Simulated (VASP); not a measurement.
# Ca (Fm-3m) in VASP: further runs

Runs on Ca. Level: PBE. Tasks: single point, relaxation of cell and atoms.

Program: VASP 6.6.1. These are calculated values, not measurements. Logs are shortened: lines on timing, memory, paths and dates and some standing lists are left out, and cuts for length are marked.

## 1. The cell of the first run

The structure is cubic, space group Fm-3m (No. 225). The conventional cell has a = 5.515 Å, b = 5.515 Å, c = 5.515 Å, α = 90.00°, β = 90.00°, γ = 90.00°. Within 5.1 Å of Ca (site symmetry m-3m) lie 12 Ca at 3.90 Å.

## 2. Single point, PBE

Input file INCAR:

```
PREC = Accurate
ENCUT = 500
EDIFF = 1E-6
ISMEAR = -1
SIGMA = 0.05
LREAL = False
LASPH = True
NELM = 120
ALGO = Normal
ISIF = 2
LWAVE = False
LCHARG = False
GGA = PE
NBANDS = 11
GGA_COMPAT = False
```

Input file KPOINTS:

```
regular mesh
0
Gamma
  6 6 6
```

Input file POSCAR:

```
Ca
1.0
    0.0000000000      2.7573894211      2.7573894211
    2.7573894211      0.0000000000      2.7573894211
    2.7573894211      2.7573894211      0.0000000000
Ca
1
Direct
    0.0000000000      0.0000000000      0.0000000000
```

Potentials or basis: VASP PAW PBE potentials, release 64 (Ca_sv).

Started as:

```bash
cat potpaw_PBE.64/Ca_sv/POTCAR > POTCAR
mpirun -np 1 vasp_std > vasp.out
```

OUTCAR:

```text
PREC = Accurate
   ENCUT = 500
   EDIFF = 1E-6
   ISMEAR = -1
   LREAL = False
   LASPH = True
   NELM = 120
   ISIF = 2
   GGA = PE

 ion  position               nearest neighbor table
   1  0.000  0.000  0.000-

  LATTYP: Found a face centered cubic cell.
 ALAT       =     5.5147788422

  Lattice vectors:

 A1 = (   0.0000000000,   2.7573894211,   2.7573894211)
 A2 = (   2.7573894211,   0.0000000000,   2.7573894211)
 A3 = (   2.7573894211,   2.7573894211,   0.0000000000)

Analysis of symmetry for initial positions (statically):
=====================================================================
 Subroutine PRICEL returns:
 Original cell was already a primitive cell.

 Routine SETGRP: Setting up the symmetry group for a
 face centered cubic supercell.

 Subroutine GETGRP returns: Found 48 space group operations
 (whereof 48 operations were pure point group operations)
 out of a pool of 48 trial point group operations.

The static configuration has the point symmetry O_h .

Analysis of symmetry for dynamics (positions and initial velocities):
=====================================================================
 Subroutine PRICEL returns:
 Original cell was already a primitive cell.

 Routine SETGRP: Setting up the symmetry group for a
 face centered cubic supercell.

 Subroutine GETGRP returns: Found 48 space group operations
 (whereof 48 operations were pure point group operations)
 out of a pool of 48 trial point group operations.

The dynamic configuration has the point symmetry O_h .

 Subroutine INISYM returns: Found 48 space group operations
 (whereof 48 operations are pure point group operations),
 and found     1 'primitive' translations

----------------------------------------------------------------------------------------

                                     Primitive cell

  volume of cell :      41.9299

  direct lattice vectors                    reciprocal lattice vectors
     0.000000000  2.757389421  2.757389421    -0.181330934  0.181330934  0.181330934
     2.757389421  0.000000000  2.757389421     0.181330934 -0.181330934  0.181330934
     2.757389421  2.757389421  0.000000000     0.181330934  0.181330934 -0.181330934

  length of vectors
     3.899537516  3.899537516  3.899537516     0.314074391  0.314074391  0.314074391

  position of ions in fractional coordinates (direct lattice)
     0.000000000  0.000000000  0.000000000

  ion indices of the primitive-cell ions
   primitive index   ion index
                 1           1

----------------------------------------------------------------------------------------

 KPOINTS: regular mesh

Automatic generation of k-mesh.
 Grid dimensions read from file:
 generate k-points for:    6    6    6

 Generating k-lattice:

  Cartesian coordinates                     Fractional coordinates (reciprocal lattice)
    -0.030221822  0.030221822  0.030221822     0.166666667  0.000000000  0.000000000
     0.030221822 -0.030221822  0.030221822     0.000000000  0.166666667  0.000000000
     0.030221822  0.030221822 -0.030221822     0.000000000  0.000000000  0.166666667

  Length of vectors
     0.052345732  0.052345732  0.052345732

  Shift w.r.t. Gamma in fractional coordinates (k-lattice)
     0.000000000  0.000000000  0.000000000

 Subroutine IBZKPT returns following result:
 ===========================================

 Found     16 irreducible k-points:

 Following reciprocal coordinates:
            Coordinates               Weight
  0.000000  0.000000  0.000000      1.000000
  0.166667  0.000000  0.000000      8.000000
  0.333333  0.000000  0.000000      8.000000
  0.500000  0.000000  0.000000      4.000000
  0.166667  0.166667  0.000000      6.000000
  0.333333  0.166667  0.000000     24.000000
[... 8 lines left out ...]
 -0.333333  0.333333  0.166667     24.000000
 -0.333333  0.500000  0.166667     12.000000
   k-points           NKPTS =     16   k-points in BZ     NKDIM =     16   number of bands    NBANDS=     11
   number of dos      NEDOS =    301   number of ions     NIONS =      1
   total plane-waves  NPLWV =  21952
   dimension x,y,z NGX =    28 NGY =   28 NGZ =   28
   dimension x,y,z NGXF=    56 NGYF=   56 NGZF=   56
   ions per type =               1
   NGX,Y,Z   is equivalent  to a cutoff of  11.94, 11.94, 11.94 a.u.
   NGXF,Y,Z  is equivalent  to a cutoff of  23.87, 23.87, 23.87 a.u.
 SYSTEM =  unknown system
   PREC   = accura    normal or accurate (medium, high low for compatibility)
   ISTART =      0    job   : 0-new  1-cont  2-samecut
   ICHARG =      2    charge: 1-file 2-atom 10-const
   ISPIN  =      1    spin polarized calculation?
   LNONCOLLINEAR =      F non collinear calculations
   LSORBIT =      F    spin-orbit coupling
   LASPH  =      T    aspherical Exc in radial PAW
   ENCUT  =  500.0 eV  36.75 Ry    6.06 a.u.   7.11  7.11  7.11*2*pi/ulx,y,z
   NELM   =    120;   NELMIN=  2; NELMDL= -5     # of ELM steps
   EDIFF  = 0.1E-05   stopping-criterion for ELM
   LREAL  =      F    real-space projection
   EDIFFG = 0.1E-04   stopping-criterion for IOM
   NSW    =      0    number of steps for IOM
   IBRION =     -1    ionic relax: 0-MD 1-quasi-New 2-CG
   NFREE  =      0    steps in history (QN), initial steepest desc. (CG)
   ISIF   =      2    stress and relaxation
   ISYM   =      2    0-nonsym 1-usesym 2-fastsym
   POTIM  = 0.5000    time-step for ionic-motion
   TEBEG  =    0.0;   TEEND  =   0.0 temperature during run
   PSTRESS=    0.0 pullay stress
   NELECT =      10.0000    total number of electrons
   NUPDOWN=      -1.0000    fix difference up-down
   EMIN   =  10.00;   EMAX   =-10.00  energy-range for DOS
   EFERMI =   0.00;   METHOD = LEGACY
   ISMEAR =    -1;   SIGMA  =   0.05  broadening in eV -4-tet -1-fermi 0-gaus
   EFERMI_NEDOS =   21; number of points for ismear=-14 and -15
   IALGO  =     38    algorithm
   IMIX   =      4    mixing-type and parameters
     AMIX     =   0.40;   BMIX     =  1.00
     AMIX_MAG =   1.60;   BMIX_MAG =  1.00
  volume/ion in A,a.u.               =      41.93       282.96
  Fermi-wavevector in a.u.,A,eV,Ry     =   1.015235  1.918517 14.023563  1.030703
  Thomas-Fermi vector in A             =   2.148509
   LORBIT       =      0    0 simple, 1 ext, 2 COOP (PROOUT), +10 PAW based schemes
   GGA     = PE    functional components
   LHFCALC =     F    Hartree Fock is set to
   AEXX    =    0.0000 exact exchange contribution
   IVDW    =     0    specifies the selected vdW correction
   LEPSILON=     F    determine dielectric tensor
   LRPA    =     F    only Hartree local field effects (RPA)
 non-spin polarized calculation
  energy-cutoff  :      500.00
  volume of cell :       41.93
 maximum number of plane-waves:      1090
   NGX = 15   NGY = 15   NGZ = 15

 number of electron      10.0000000 magnetization

 number of electron       9.9999998 magnetization

 Free energy of the ion-electron system (eV)
  ---------------------------------------------------
  ext. energy  EPLUGINS =         0.00000000
  ---------------------------------------------------
  free energy    TOTEN  =        -1.91386446 eV

  energy without entropy =       -1.89437796  energy(sigma->0) =       -1.90412121

 E-fermi :   2.0303     XC(G=0):  -7.7537

 val. band max:        1.9960073629   @ k =  -0.3333   0.3333   0.1667
 cond. band min:       2.0977855226   @ k =  -0.3333   0.3333   0.1667
 fundamental gap:      0.1017781597
 Fermi energy:         2.0303461290

 k-point     1 :       0.0000    0.0000    0.0000
  band No.  band energies     occupation
      1     -40.0056      2.00000
      2     -20.9229      2.00000
      3     -20.9229      2.00000
      4     -20.9229      2.00000
      5      -2.0486      2.00000
      6       4.3380      0.00000
      7       4.3380      0.00000
      8       4.3380      0.00000
      9       5.4156      0.00000
     10       5.4156      0.00000
     11      11.1336      0.00000

 k-point     2 :       0.1667    0.0000    0.0000
  band No.  band energies     occupation
      1     -40.0021      2.00000
      2     -20.9587      2.00000
      3     -20.9278      2.00000
      4     -20.9278      2.00000
      5      -1.5789      2.00000
      6       3.8711      0.00000
      7       4.4718      0.00000
      8       4.4718      0.00000
      9       5.3249      0.00000
     10       5.3249      0.00000
     11      10.7334      0.00000

 k-point     3 :       0.3333    0.0000    0.0000
  band No.  band energies     occupation
      1     -39.9951      2.00000
      2     -21.0296      2.00000
      3     -20.9376      2.00000
      4     -20.9376      2.00000
      5      -0.3103      2.00000
      6       2.8797      0.00000
      7       4.3663      0.00000
      8       4.3663      0.00000
      9       5.7026      0.00000
     10       5.7026      0.00000
     11       8.2962      0.00000

 k-point     4 :       0.5000    0.0000    0.0000
  band No.  band energies     occupation
      1     -39.9916      2.00000
      2     -21.0645      2.00000
      3     -20.9425      2.00000
      4     -20.9425      2.00000
      5       1.0007      2.00000
      6       1.8322      1.96272
      7       4.2206      0.00000
      8       4.2206      0.00000
      9       6.1082      0.00000
     10       6.1082      0.00000
     11       7.2350      0.00000
[... 127 lines left out ...]
 k-point    14 :       0.5000    0.3333    0.1667
  band No.  band energies     occupation
      1     -39.9904      2.00000
      2     -21.0283      2.00000
      3     -20.9804      2.00000
      4     -20.9547      2.00000
      5       0.6961      2.00000
      6       2.8564      0.00000
      7       3.3440      0.00000
      8       4.9580      0.00000
      9       5.5064      0.00000
     10       6.3664      0.00000
     11       8.2575      0.00000

 k-point    15 :      -0.3333    0.3333    0.1667
  band No.  band energies     occupation
      1     -39.9881      2.00000
      2     -21.0328      2.00000
      3     -20.9975      2.00000
      4     -20.9627      2.00000
      5       1.9960      1.33050
      6       2.0978      0.41214
      7       3.1324      0.00000
      8       4.7696      0.00000
      9       5.9273      0.00000
     10       6.8000      0.00000
     11       6.9051      0.00000

 k-point    16 :      -0.3333    0.5000    0.1667
  band No.  band energies     occupation
      1     -39.9869      2.00000
      2     -21.0360      2.00000
      3     -20.9952      2.00000
      4     -20.9757      2.00000
      5       1.9711      1.53186
      6       2.6107      0.00002
      7       2.8027      0.00000
      8       4.9797      0.00000
      9       6.2943      0.00000
     10       6.7847      0.00000
     11       7.3278      0.00000

------------------------ aborting loop because EDIFF is reached ----------------------------------------

  FORCE on cell =-STRESS in cart. coord.  units (eV):
  Direction    XX          YY          ZZ          XY          YZ          ZX
  --------------------------------------------------------------------------------------
  -------------------------------------------------------------------------------------
  Total        0.0043039      0.0043039      0.0043039     -0.0000000     -0.0000000      0.0000000
  in kB        0.1644553      0.1644553      0.1644553     -0.0000000     -0.0000000      0.0000000
  external PRESSURE =       0.1644553 kB  Pullay stress =       0.0000000 kB

 VOLUME and BASIS-vectors are now :
 -----------------------------------------------------------------------------
  energy-cutoff  :      500.00
  volume of cell :       41.93
      direct lattice vectors                 reciprocal lattice vectors
     0.000000000  2.757389421  2.757389421    -0.181330934  0.181330934  0.181330934
     2.757389421  0.000000000  2.757389421     0.181330934 -0.181330934  0.181330934
     2.757389421  2.757389421  0.000000000     0.181330934  0.181330934 -0.181330934

 POSITION                                       TOTAL-FORCE (eV/Angst)
 -----------------------------------------------------------------------------------
      0.00000      0.00000      0.00000         0.000000      0.000000      0.000000
 -----------------------------------------------------------------------------------
    total drift:                               -0.000000     -0.000000     -0.000000

  FREE ENERGIE OF THE ION-ELECTRON SYSTEM (eV)
  ---------------------------------------------------
  free  energy   TOTEN  =        -1.9138644564 eV

  energy  without entropy=       -1.8943779566  energy(sigma->0) =       -1.90412121
```

Wall time 5 s (1 thread of Intel Xeon Platinum 8375C at 2.90GHz (Ice Lake), shared host); peak memory 0.14 GiB.

What came out:

```yaml
Free_energy: -1.9139 eV
Pressure: 0.0 GPa
Band_gap_on_the_k_mesh: zero (band 5 reaches 2.00 eV, above the bottom of band 6 at 1.83 eV)
```

Levels at points of the mesh, in eV from the Fermi level:
```tsv
k point	band 2	band 3	band 4	band 5	band 6	band 7	band 8	band 9
(0.00, 0.00, 0.00)	-22.95	-22.95	-22.95	-4.08	2.31	2.31	2.31	3.39
(0.50, 0.00, 0.00)	-23.09	-22.97	-22.97	-1.03	-0.20	2.19	2.19	4.08
(0.50, 0.50, 0.00)	-23.09	-23.01	-23.01	-0.50	0.53	0.94	4.07	4.26
```

(Continued in part 2 of 2.)
